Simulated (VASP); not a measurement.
# Ta (Cmcm) in VASP: notebook

The runs below take Ta through single point, with r2SCAN.

Program: VASP 6.6.1. These are calculated values, not measurements. Logs are shortened: lines on timing, memory, paths and dates and some standing lists are left out, and cuts for length are marked.

### 1 The cell of the first run

Symmetry: Cmcm, No. 63, orthorhombic system. The conventional cell has a = 2.888 Å, b = 4.802 Å, c = 5.118 Å, α = 90.00°, β = 90.00°, γ = 90.00°. Within 3.7 Å of Ta (site symmetry m2m) lie 12 Ta at 2.80 to 3.05 Å.

### 2 Single point, r2SCAN (strain -0.0400 x Voigt [0, 1, 0, 0, 0, 0])

POSCAR

```
Ta
1.0
    2.8879886106      0.0000000000      0.0000000000
   -1.4439943053      2.4010286425      0.0000000000
    0.0000000000      0.0000000000      5.1181138697
Ta
2
Direct
    0.6666666667      0.3333333333      0.7500000000
    0.3333333333      0.6666666667      0.2500000000
```

INCAR.step1

```
SYSTEM = Ta
PREC = Accurate
ENCUT = 520
ISMEAR = 0
SIGMA = 0.15
LREAL = .False.
LASPH = .True.
NELM = 100
NBANDS = 18
GGA = PE
ALGO = Normal
EDIFF = 1E-4
LWAVE = .True.
LCHARG = .False.
```

INCAR.step2

```
SYSTEM = Ta
PREC = Accurate
ENCUT = 520
EDIFF = 1E-6
ISMEAR = 0
SIGMA = 0.15
LREAL = .False.
LASPH = .True.
NELM = 100
ALGO = Normal
ISIF = 2
LWAVE = .False.
LCHARG = .False.
METAGGA = R2SCAN
LMIXTAU = .True.
NBANDS = 18
ISTART = 1
```

KPOINTS

```
Automatic mesh
0
Gamma
  24 24 12
  0 0 0
```

Potentials or basis: VASP PAW PBE potentials, release 64 (Ta_pv).

Run with:

```sh
cat potpaw_PBE.64/Ta_pv/POTCAR > POTCAR
cp INCAR.step1 INCAR
mpirun -np 1 vasp_std > vasp.out
cp INCAR.step2 INCAR
mpirun -np 1 vasp_std > vasp.out
```

OUTCAR:

```text
SYSTEM = Ta
   PREC = Accurate
   ENCUT = 520
   EDIFF = 1E-6
   ISMEAR = 0
   LREAL = .False.
   LASPH = .True.
   NELM = 100
   ISIF = 2
   METAGGA = R2SCAN
   ISTART = 1

 ion  position               nearest neighbor table
   1  0.667  0.333  0.750-   2 3.02   2 3.02   2 3.05   2 3.05   2 3.05   2 3.05
   2  0.333  0.667  0.250-   1 3.02   1 3.02   1 3.05   1 3.05   1 3.05   1 3.05

  Warning from LATTYP: Monoclinic adjustment (A1->A3, A2->A1, A3->A2)!
  LATTYP: Found a base centered orthorhombic cell.
 ALAT       =     2.8879886106
 B/A-ratio  =     1.6627687753
 C/A-ratio  =     1.7722070824

  Lattice vectors:

 A1 = (   1.4439943053,  -2.4010286425,   0.0000000000)
 A2 = (   1.4439943053,   2.4010286425,   0.0000000000)
 A3 = (   0.0000000000,   0.0000000000,   5.1181138697)

Analysis of symmetry for initial positions (statically):
=====================================================================
 Subroutine PRICEL returns:
 Original cell was already a primitive cell.

 Routine SETGRP: Setting up the symmetry group for a
 base centered orthorhombic supercell.

 Subroutine GETGRP returns: Found  8 space group operations
 (whereof  4 operations were pure point group operations)
 out of a pool of  8 trial point group operations.

The static configuration has the point symmetry C_2h.
 The point group associated with its full space group is D_2h.

Analysis of symmetry for dynamics (positions and initial velocities):
=====================================================================
 Subroutine PRICEL returns:
 Original cell was already a primitive cell.

 Routine SETGRP: Setting up the symmetry group for a
 base centered orthorhombic supercell.

 Subroutine GETGRP returns: Found  8 space group operations
 (whereof  4 operations were pure point group operations)
 out of a pool of  8 trial point group operations.

The dynamic configuration has the point symmetry C_2h.
 The point group associated with its full space group is D_2h.

 Subroutine INISYM returns: Found  8 space group operations
 (whereof  4 operations are pure point group operations),
 and found     1 'primitive' translations

----------------------------------------------------------------------------------------

                                     Primitive cell

  volume of cell :      35.4897

  direct lattice vectors                    reciprocal lattice vectors
     2.887988611  0.000000000  0.000000000     0.346261753  0.208244080  0.000000000
    -1.443994305  2.401028643  0.000000000     0.000000000  0.416488159  0.000000000
     0.000000000  0.000000000  5.118113870     0.000000000  0.000000000  0.195384477

  length of vectors
     2.887988611  2.801795513  5.118113870     0.404057915  0.416488159  0.195384477

  position of ions in fractional coordinates (direct lattice)
     0.666666667  0.333333333  0.750000000
     0.333333333  0.666666667  0.250000000

  ion indices of the primitive-cell ions
   primitive index   ion index
                 1           1
                 2           2

----------------------------------------------------------------------------------------

 KPOINTS: Automatic mesh

Automatic generation of k-mesh.
 Grid dimensions read from file:
 generate k-points for:   24   24   12

 Generating k-lattice:

  Cartesian coordinates                     Fractional coordinates (reciprocal lattice)
     0.014427573  0.008676837  0.000000000     0.041666667 -0.000000000  0.000000000
     0.000000000  0.017353673  0.000000000     0.000000000  0.041666667  0.000000000
     0.000000000  0.000000000  0.016282040     0.000000000  0.000000000  0.083333333

  Length of vectors
     0.016835746  0.017353673  0.016282040

  Shift w.r.t. Gamma in fractional coordinates (k-lattice)
     0.000000000  0.000000000  0.000000000

 Subroutine IBZKPT returns following result:
 ===========================================

 Found   1099 irreducible k-points:

 Following reciprocal coordinates:
            Coordinates               Weight
  0.000000  0.000000  0.000000      1.000000
  0.041667  0.000000  0.000000      4.000000
  0.083333  0.000000  0.000000      4.000000
  0.125000 -0.000000  0.000000      4.000000
  0.166667 -0.000000  0.000000      4.000000
  0.208333  0.000000  0.000000      4.000000
[... 16 lines left out ...]
  0.375000  0.041667  0.000000      4.000000
  0.416667  0.041667  0.000000      4.000000
 [... further k-points ...]
   k-points           NKPTS =   1099   k-points in BZ     NKDIM =   1099   number of bands    NBANDS=     18
   number of dos      NEDOS =    301   number of ions     NIONS =      2
   total plane-waves  NPLWV =  23040
   dimension x,y,z NGX =    24 NGY =   24 NGZ =   40
   dimension x,y,z NGXF=    48 NGYF=   48 NGZF=   80
   ions per type =               2
   NGX,Y,Z   is equivalent  to a cutoff of  13.82, 14.24, 12.99 a.u.
   NGXF,Y,Z  is equivalent  to a cutoff of  27.63, 28.48, 25.99 a.u.
 SYSTEM =  Ta
   PREC   = accura    normal or accurate (medium, high low for compatibility)
   ISTART =      1    job   : 0-new  1-cont  2-samecut
   ICHARG =      0    charge: 1-file 2-atom 10-const
   ISPIN  =      1    spin polarized calculation?
   LNONCOLLINEAR =      F non collinear calculations
   LSORBIT =      F    spin-orbit coupling
   LASPH  =      T    aspherical Exc in radial PAW
   ENCUT  =  520.0 eV  38.22 Ry    6.18 a.u.   5.37  5.21  9.52*2*pi/ulx,y,z
   NELM   =    100;   NELMIN=  2; NELMDL=  0     # of ELM steps
   EDIFF  = 0.1E-05   stopping-criterion for ELM
   LREAL  =      F    real-space projection
   EDIFFG = 0.1E-04   stopping-criterion for IOM
   NSW    =      0    number of steps for IOM
   IBRION =     -1    ionic relax: 0-MD 1-quasi-New 2-CG
   NFREE  =      0    steps in history (QN), initial steepest desc. (CG)
   ISIF   =      2    stress and relaxation
   ISYM   =      2    0-nonsym 1-usesym 2-fastsym
   POTIM  = 0.5000    time-step for ionic-motion
   TEBEG  =    0.0;   TEEND  =   0.0 temperature during run
   PSTRESS=    0.0 pullay stress
   NELECT =      22.0000    total number of electrons
   NUPDOWN=      -1.0000    fix difference up-down
   EMIN   =  10.00;   EMAX   =-10.00  energy-range for DOS
   EFERMI =   0.00;   METHOD = LEGACY
   ISMEAR =     0;   SIGMA  =   0.15  broadening in eV -4-tet -1-fermi 0-gaus
   EFERMI_NEDOS =   21; number of points for ismear=-14 and -15
   IALGO  =     38    algorithm
   IMIX   =      4    mixing-type and parameters
     AMIX     =   0.40;   BMIX     =  1.00
     AMIX_MAG =   1.60;   BMIX_MAG =  1.00
  volume/ion in A,a.u.               =      17.74       119.75
  Fermi-wavevector in a.u.,A,eV,Ry     =   1.395880  2.637831 26.510700  1.948481
  Thomas-Fermi vector in A             =   2.519289
   LORBIT       =      0    0 simple, 1 ext, 2 COOP (PROOUT), +10 PAW based schemes
   METAGGA = R2SCAN    functional components
   LHFCALC =     F    Hartree Fock is set to
   AEXX    =    0.0000 exact exchange contribution
   IVDW    =     0    specifies the selected vdW correction
   LEPSILON=     F    determine dielectric tensor
   LRPA    =     F    only Hartree local field effects (RPA)
 non-spin polarized calculation
 Gauss-broadening in eV      SIGMA  =   0.15
  energy-cutoff  :      520.00
  volume of cell :       35.49
 maximum number of plane-waves:       977
 NGX is ok and might be reduce to    24
   NGX = 11   NGY = 11   NGZ = 19

 number of electron      22.0000001 magnetization

 Free energy of the ion-electron system (eV)
  ---------------------------------------------------
  ext. energy  EPLUGINS =         0.00000000
  ---------------------------------------------------
  free energy    TOTEN  =       -96.50530509 eV

  energy without entropy =      -96.47757851  energy(sigma->0) =      -96.49144180

 E-fermi :   5.8988     XC(G=0): -13.8329

 val. band max:        5.8987410023   @ k =   0.2083   0.1667   0.0000
 cond. band min:       5.9003907769   @ k =  -0.4583   0.1667   0.2500
 fundamental gap:      0.0016497746
 Fermi energy:         5.8987632093

 k-point     1 :       0.0000    0.0000    0.0000
  band No.  band energies     occupation
      1     -29.8360      2.00000
      2     -28.8322      2.00000
      3     -28.6820      2.00000
      4     -28.5903      2.00000
      5     -28.5893      2.00000
      6     -28.4971      2.00000
[... 10 lines left out ...]
     17      11.6483      0.00000
     18      11.9325      0.00000

 k-point     2 :       0.0417    0.0000    0.0000
  band No.  band energies     occupation
      1     -29.8290      2.00000
      2     -28.8326      2.00000
      3     -28.7003      2.00000
      4     -28.6126      2.00000
      5     -28.5970      2.00000
      6     -28.5073      2.00000
[... 10 lines left out ...]
     17      11.7719      0.00000
     18      12.0036      0.00000

 k-point     3 :       0.0833    0.0000    0.0000
  band No.  band energies     occupation
      1     -29.8084      2.00000
      2     -28.8342      2.00000
      3     -28.7607      2.00000
      4     -28.6720      2.00000
      5     -28.6259      2.00000
      6     -28.5287      2.00000
[... 10 lines left out ...]
     17      11.9414      0.00000
     18      12.3286      0.00000

 k-point     4 :       0.1250   -0.0000    0.0000
  band No.  band energies     occupation
      1     -29.7749      2.00000
      2     -28.8658      2.00000
      3     -28.8372      2.00000
      4     -28.7762      2.00000
      5     -28.6601      2.00000
      6     -28.5528      2.00000
[... 10 lines left out ...]
     17      12.0548      0.00000
     18      12.8706      0.00000

 k-point     5 :       0.1667   -0.0000    0.0000
  band No.  band energies     occupation
      1     -29.7300      2.00000
      2     -29.0064      2.00000
      3     -28.9153      2.00000
      4     -28.8422      2.00000
      5     -28.6972      2.00000
      6     -28.5797      2.00000
[... 10 lines left out ...]
     17      12.1460      0.00000
     18      13.5026      0.00000

 k-point     6 :       0.2083    0.0000    0.0000
  band No.  band energies     occupation
      1     -29.6756      2.00000
      2     -29.1699      2.00000
      3     -29.0752      2.00000
      4     -28.8500      2.00000
      5     -28.7370      2.00000
      6     -28.6095      2.00000
[... 10 lines left out ...]
     17      12.2128      0.00000
     18      14.1697      0.00000

 k-point     7 :       0.2500   -0.0000    0.0000
  band No.  band energies     occupation
      1     -29.6141      2.00000
      2     -29.3435      2.00000
      3     -29.2429      2.00000
      4     -28.8614      2.00000
      5     -28.7780      2.00000
      6     -28.6410      2.00000
[... 10 lines left out ...]
     17      12.2539      0.00000
     18      14.8344      0.00000

 k-point     8 :       0.2917    0.0000    0.0000
  band No.  band energies     occupation
      1     -29.5482      2.00000
      2     -29.5146      2.00000
      3     -29.4066      2.00000
      4     -28.8767      2.00000
      5     -28.8179      2.00000
      6     -28.6724      2.00000
[... 10 lines left out ...]
     17      12.2725      0.00000
     18      14.7930      0.00000
[... 229 lines left out ...]
     17      12.1351      0.00000
     18      14.6390      0.00000

 k-point    20 :       0.2500    0.0417    0.0000
  band No.  band energies     occupation
      1     -29.5740      2.00000
      2     -29.4448      2.00000
      3     -29.3472      2.00000
      4     -28.8687      2.00000
      5     -28.8053      2.00000
      6     -28.6693      2.00000
[... 10 lines left out ...]
     17      12.1669      0.00000
     18      14.9237      0.00000

 k-point    21 :       0.2917    0.0417    0.0000
  band No.  band energies     occupation
      1     -29.6076      2.00000
      2     -29.5075      2.00000
      3     -29.5013      2.00000
      4     -28.8865      2.00000
      5     -28.8443      2.00000
      6     -28.6997      2.00000
[... 10 lines left out ...]
     17      12.1771      0.00000
     18      14.7501      0.00000

 k-point    22 :       0.3333    0.0417    0.0000
  band No.  band energies     occupation
      1     -29.7499      2.00000
      2     -29.6348      2.00000
      3     -29.4422      2.00000
      4     -28.9081      2.00000
      5     -28.8797      2.00000
      6     -28.7275      2.00000
[... 10 lines left out ...]
     17      12.1721      0.00000
     18      14.7304      0.00000

 k-point    23 :       0.3750    0.0417    0.0000
  band No.  band energies     occupation
      1     -29.8632      2.00000
      2     -29.7402      2.00000
      3     -29.3828      2.00000
      4     -28.9321      2.00000
      5     -28.9091      2.00000
      6     -28.7508      2.00000
[... 10 lines left out ...]
     17      12.7260      0.00000
     18      14.8769      0.00000

 k-point    24 :       0.4167    0.0417    0.0000
  band No.  band energies     occupation
      1     -29.9408      2.00000
      2     -29.8119      2.00000
      3     -29.3357      2.00000
      4     -28.9545      2.00000
      5     -28.9306      2.00000
      6     -28.7678      2.00000
[... 10 lines left out ...]
     17      13.4759      0.00000
     18      14.8860      0.00000

 [... further k-points ...]

------------------------ aborting loop because EDIFF is reached ----------------------------------------

  FORCE on cell =-STRESS in cart. coord.  units (eV):
  Direction    XX          YY          ZZ          XY          YZ          ZX
  --------------------------------------------------------------------------------------
  -------------------------------------------------------------------------------------
  Total        2.2283182      2.9337170      1.2818032      0.0000000     -0.0000000      0.0000000
  in kB      100.5969995    132.4420957     57.8667603      0.0000000     -0.0000000      0.0000000
  external PRESSURE =      96.9686185 kB  Pullay stress =       0.0000000 kB

 VOLUME and BASIS-vectors are now :
 -----------------------------------------------------------------------------
  energy-cutoff  :      520.00
  volume of cell :       35.49
      direct lattice vectors                 reciprocal lattice vectors
     2.887988611  0.000000000  0.000000000     0.346261753  0.208244080  0.000000000
    -1.443994305  2.401028643  0.000000000     0.000000000  0.416488159  0.000000000
     0.000000000  0.000000000  5.118113870     0.000000000  0.000000000  0.195384477

 POSITION                                       TOTAL-FORCE (eV/Angst)
 -----------------------------------------------------------------------------------
      1.44399      0.80034      3.83859        -0.000000      0.245948     -0.000000
     -0.00000      1.60069      1.27953         0.000000     -0.245948      0.000000
 -----------------------------------------------------------------------------------
    total drift:                               -0.000000      0.000000     -0.000000

  FREE ENERGIE OF THE ION-ELECTRON SYSTEM (eV)
  ---------------------------------------------------
  free  energy   TOTEN  =       -96.5053050943 eV

  energy  without entropy=      -96.4775785127  energy(sigma->0) =      -96.49144180
```

Wall time 66 min (1 thread of Oxide Virtual Turin-like, shared host); peak memory 0.61 GiB.

Results:

| Property | Result |
| --- | --- |
| Free energy | -96.5053 eV |
| Pressure | 9.7 GPa |
| Largest force | 0.246 eV/Å |
| Band gap on the k mesh | zero (bands 11 and 12 overlap by 2.83 eV) |

Forces on the atoms (eV/Å):
```
Ta   0.000  0.246  0.000
Ta   0.000 -0.246  0.000
```

Caveat: the cell differs from its parent crystal (strain -0.0400 x Voigt [0, 1, 0, 0, 0, 0]); the stress differs along the axes, from 6 to 13 GPa; the PAW data sets were made with another functional, which shifts forces and pressure a little; spin-orbit coupling is left out, which moves the levels of the heavy elements.

(Continued in part 2 of 2.)
